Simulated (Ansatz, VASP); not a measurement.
One calculation of Pt, two programs

```xyz
1
Lattice="-0.0294 1.9432 1.9432 1.9432 -0.0294 1.9432 1.9432 1.9432 -0.0294" Properties=species:S:1:pos:R:3 pbc="T T T"
Pt    0.0000    0.0000    0.0000
```

Change from the starting cell: equal xy, yz and zx shear strains of -1.5 %, PAW files.

Alike in both runs: task electric field gradients; functional PBE; k mesh 18 × 18 × 18; occupations fermi-dirac, width 0.03 eV; no spin polarisation.

|  | VASP | Ansatz |
| --- | --- | --- |
| version | VASP 6.6.1 | Ansatz 0.2.0 |
| potentials or method | VASP PAW PBE potentials, release 64 (Pt_sv_GW) | PAW with Ansatz's default frozen-core files, scalar-relativistic |
| plane-wave cutoff (eV) | 430 | 420 |
| valence electrons in the cell | 18 | 18 |

```tsv
	VASP	Ansatz	Ansatz less VASP
size of Vzz on the site where it differs most (V/Å²)	1.8	12.0	+10.16
```

Spin-orbit coupling is off throughout.
